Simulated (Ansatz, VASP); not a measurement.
## SiC in VASP and in Ansatz

```xyz
12
Lattice="4.3480 0.0000 0.0000 0.0000 2.1740 -2.1740 0.0000 6.4159 6.4159" Properties=species:S:1:pos:R:3 pbc="T T T"
Si    0.0000    5.9784    5.9784
Si    2.1740    1.6304   -0.5436
Si    0.0000    1.6304    1.6304
Si    2.1740    3.8044    1.6304
Si    0.0000    3.8044    3.8044
Si    2.1740    5.9784    3.8044
C     3.2610    2.7174    2.7174
C     1.0870    4.8914    2.7174
C     3.2610    4.8914    4.8914
C     1.0870    7.0654    4.8914
C     3.2610    0.5434    0.5434
C     1.0870    2.7174    0.5434
```

Alike in both runs: task single point; functional PBE; k mesh 6 × 9 × 3; occupations gaussian, width 0.05 eV; no spin polarisation.

|  | VASP | Ansatz |
| --- | --- | --- |
| version | VASP 6.6.1 | Ansatz 0.2.0 |
| potentials or method | VASP PAW PBE potentials, release 64 (Si, C), cutoff 520 eV | scalar-relativistic, plane waves, PAW |
| valence electrons in the cell | 48 | 48 |

|  | VASP | Ansatz | Ansatz less VASP |
| --- | --- | --- | --- |
| gap on the k mesh at the Fermi level (eV) | 1.28 | 1.29 | +0.004 |
| least direct gap on the mesh (eV) | 1.28 | 1.29 | +0.004 |
| pressure (GPa) | 9.4 | 9.5 | +0.07 |
| traceless stress, the component that is largest in VASP (GPa) | 5.45 | 5.43 | -0.018 |
| rms of the force components (eV/Å) | 0.712 | 0.712 | +0.0002 |

Atom by atom the forces differ by 0.001 eV/Å (rms over components).
